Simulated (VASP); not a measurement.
# MgI2 in VASP: single point with PBE+D3(BJ)

Aim: the single point of MgI2 with PBE+D3(BJ).

All numbers are computed with VASP 6.6.1; they aren't measurements. Logs are shortened: lines on timing, memory, paths and dates and some standing lists are left out, and cuts for length are marked.

## (1) The cell of the first run

The cell holds a slab with vacuum, 6 atoms: a = 4.131 Å, b = 4.131 Å, c = 24.227 Å, α = 90.00°, β = 90.00°, γ = 120.00°.

## (2) Single point, PBE+D3(BJ)

File INCAR:

```
PREC = Accurate ; ENCUT = 520
EDIFF = 1E-7 ; ISMEAR = 0
SIGMA = 0.05 ; LREAL = False
LASPH = True ; NELM = 60
ALGO = Normal ; ISIF = 2
LWAVE = False ; LCHARG = False
LDIPOL = True ; IDIPOL = 3
DIPOL = 0.5 0.5 0.404 ; GGA = PE
IVDW = 12 ; NBANDS = 25
```

File KPOINTS:

```
Automatic mesh
0
Gamma
  9 9 1
```

File POSCAR:

```
MgI2
1.0
    4.1311064662      0.0000000000      0.0000000000
   -2.0655532331      3.5776431455      0.0000000000
    0.0000000000      0.0000000000     24.2265088138
I Mg
4 2
Direct
    0.3333333333      0.6666666667      0.1857469450
    0.6666666667      0.3333333333      0.3245723297
    0.6666666667      0.3333333333      0.4826636185
    0.3333333333      0.6666666667      0.6214890032
    0.0000000000      0.0000000000      0.2551596374
    1.0000000000      1.0000000000      0.5520763108
```

Potentials or basis: VASP PAW PBE potentials, release 64 (I, Mg).

Launch:

```bash
$ cat potpaw_PBE.64/I/POTCAR potpaw_PBE.64/Mg/POTCAR > POTCAR
$ mpirun -np 1 vasp_std > vasp.out
```

OUTCAR:

```text
PREC = Accurate
   ENCUT = 520
   EDIFF = 1E-7
   ISMEAR = 0
   LREAL = False
   LASPH = True
   NELM = 60
   ISIF = 2
   GGA = PE
   IVDW = 12
 IVDW          = 12

 ion  position               nearest neighbor table
   1  0.333  0.667  0.186-   5 2.92   5 2.92   5 2.92
   2  0.667  0.333  0.325-   5 2.92   5 2.92   5 2.92
   3  0.667  0.333  0.483-   6 2.92   6 2.92   6 2.92
   4  0.333  0.667  0.621-   6 2.92   6 2.92   6 2.92
   5  0.000  0.000  0.255-   2 2.92   2 2.92   2 2.92   1 2.92   1 2.92   1 2.92
   6  0.000  0.000  0.552-   3 2.92   3 2.92   3 2.92   4 2.92   4 2.92   4 2.92

  LATTYP: Found a hexagonal cell.
 ALAT       =     4.1311064662
 C/A-ratio  =     5.8644116321

  Lattice vectors:

 A1 = (   4.1311064662,   0.0000000000,   0.0000000000)
 A2 = (  -2.0655532331,   3.5776431455,   0.0000000000)
 A3 = (   0.0000000000,   0.0000000000,  24.2265088138)

Analysis of symmetry for initial positions (statically):
=====================================================================
 Subroutine PRICEL returns:
 Original cell was already a primitive cell.

 Routine SETGRP: Setting up the symmetry group for a
 hexagonal supercell.

 Subroutine GETGRP returns: Found 12 space group operations
 (whereof  6 operations were pure point group operations)
 out of a pool of 24 trial point group operations.

The static configuration has the point symmetry C_3v.
 The point group associated with its full space group is D_3h.

Analysis of symmetry for dynamics (positions and initial velocities):
=====================================================================
 Subroutine PRICEL returns:
 Original cell was already a primitive cell.

 Routine SETGRP: Setting up the symmetry group for a
 hexagonal supercell.

 Subroutine GETGRP returns: Found 12 space group operations
 (whereof  6 operations were pure point group operations)
 out of a pool of 24 trial point group operations.

The dynamic configuration has the point symmetry C_3v.
 The point group associated with its full space group is D_3h.

 Subroutine INISYM returns: Found 12 space group operations
 (whereof  6 operations are pure point group operations),
 and found     1 'primitive' translations

----------------------------------------------------------------------------------------

                                     Primitive cell

  volume of cell :     358.0587

  direct lattice vectors                    reciprocal lattice vectors
     4.131106466  0.000000000  0.000000000     0.242065899  0.139756812  0.000000000
[... 92 lines left out ...]
   NELECT =      32.0000    total number of electrons
   NUPDOWN=      -1.0000    fix difference up-down
   EMIN   =  10.00;   EMAX   =-10.00  energy-range for DOS
   EFERMI =   0.00;   METHOD = LEGACY
   ISMEAR =     0;   SIGMA  =   0.05  broadening in eV -4-tet -1-fermi 0-gaus
   EFERMI_NEDOS =   21; number of points for ismear=-14 and -15
   IALGO  =     38    algorithm
   IMIX   =      4    mixing-type and parameters
     AMIX     =   0.40;   BMIX     =  1.00
     AMIX_MAG =   1.60;   BMIX_MAG =  1.00
  volume/ion in A,a.u.               =      59.68       402.72
  Fermi-wavevector in a.u.,A,eV,Ry     =   0.731937  1.383159  7.289063  0.535731
  Thomas-Fermi vector in A             =   1.824276
   LORBIT       =      0    0 simple, 1 ext, 2 COOP (PROOUT), +10 PAW based schemes
   GGA     = PE    functional components
   LHFCALC =     F    Hartree Fock is set to
   AEXX    =    0.0000 exact exchange contribution
   IVDW    =    12    specifies the selected vdW correction
   LEPSILON=     F    determine dielectric tensor
   LRPA    =     F    only Hartree local field effects (RPA)
 non-spin polarized calculation
 Gauss-broadening in eV      SIGMA  =   0.05
  energy-cutoff  :      520.00
  volume of cell :      358.06
 maximum number of plane-waves:      9709
 NGX is ok and might be reduce to    32
   NGX = 15   NGY = 15   NGZ = 91

 number of electron      32.0000002 magnetization

 dipolmoment           0.000000      0.000000     -0.000001 electrons x Angstroem

 Free energy of the ion-electron system (eV)
  ---------------------------------------------------
  ext. energy  EPLUGINS =         0.00000000
  ---------------------------------------------------
  free energy    TOTEN  =       -15.37059729 eV

  energy without entropy =      -15.37059729  energy(sigma->0) =      -15.37059729

 E-fermi :  -1.1816     XC(G=0):  -5.0787

 val. band max:       -1.4010896160   @ k =   0.0000   0.0000   0.0000
 cond. band min:       2.1119755393   @ k =   0.4444   0.0000   0.0000
 fundamental gap:      3.5130651553
 Fermi energy:        -1.1816052479

 k-point     1 :       0.0000    0.0000    0.0000
  band No.  band energies     occupation
      1     -13.4021      2.00000
      2     -13.3274      2.00000
      3     -12.8780      2.00000
      4     -12.7936      2.00000
      5      -4.7677      2.00000
      6      -4.3182      2.00000
[... 325 lines left out ...]
     24       6.5554      0.00000
     25       6.6240      0.00000

------------------------ aborting loop because EDIFF is reached ----------------------------------------

 vacuum level on the upper side and lower side of the slab       (xc-potential included)        -0.072        -0.072

 Edisp (eV)   -1.59350

 E8    (eV) :    -0.7310

  FORCE on cell =-STRESS in cart. coord.  units (eV):
  Direction    XX          YY          ZZ          XY          YZ          ZX
  --------------------------------------------------------------------------------------
  -------------------------------------------------------------------------------------
  Total      -0.25019    -0.25019     0.52735     0.00000     0.00000     0.00000
  in kB      -1.11953    -1.11953     2.35968     0.00000     0.00000     0.00000
  external pressure =        0.04 kB  Pullay stress =        0.00 kB

 VOLUME and BASIS-vectors are now :
 -----------------------------------------------------------------------------
  energy-cutoff  :      520.00
  volume of cell :      358.06
      direct lattice vectors                 reciprocal lattice vectors
     4.131106466  0.000000000  0.000000000     0.242065899  0.139756812  0.000000000
    -2.065553233  3.577643146  0.000000000     0.000000000  0.279513624  0.000000000
     0.000000000  0.000000000 24.226508814     0.000000000  0.000000000  0.041277099

 POSITION                                       TOTAL-FORCE (eV/Angst)
 -----------------------------------------------------------------------------------
     -0.00000      2.38510      4.50000         0.000000     -0.000000      0.013797
      2.06555      1.19255      7.86325        -0.000000      0.000000     -0.161321
      2.06555      1.19255     11.69325        -0.000000      0.000000      0.161321
     -0.00000      2.38510     15.05651         0.000000     -0.000000     -0.013797
      0.00000      0.00000      6.18163        -0.000000      0.000000     -0.010911
      0.00000      0.00000     13.37488        -0.000000      0.000000      0.010911
 -----------------------------------------------------------------------------------
    total drift:                                0.000000     -0.000000     -0.000032

  FREE ENERGIE OF THE ION-ELECTRON SYSTEM (eV)
  ---------------------------------------------------
  free  energy   TOTEN  =       -16.9640937532 eV

  energy  without entropy=      -16.9640937532  energy(sigma->0) =      -16.96409375

 vacuum level on the upper side and lower side of the slab         4.878         4.879
```

It took 2.6 min on 1 thread of Intel Xeon Platinum 8259CL at 2.50GHz (Skylake/Cascade Lake), shared host; peak memory 0.49 GiB.

What came out:

- Free energy: -16.9641 eV
- Largest force: 0.161 eV/Å
- Band gap on the k mesh: 3.51 eV, indirect (least direct gap 3.92 eV)
- Dispersion energy per atom: -0.266 eV

Forces in eV/Å, atoms in the order of the input:
```
I    0.000  0.000  0.014
I    0.000  0.000 -0.161
I    0.000  0.000  0.161
I    0.000  0.000 -0.014
Mg   0.000  0.000 -0.011
Mg   0.000  0.000  0.011
```

Caveat: spin-orbit coupling is left out, which moves the levels of the heavy elements.
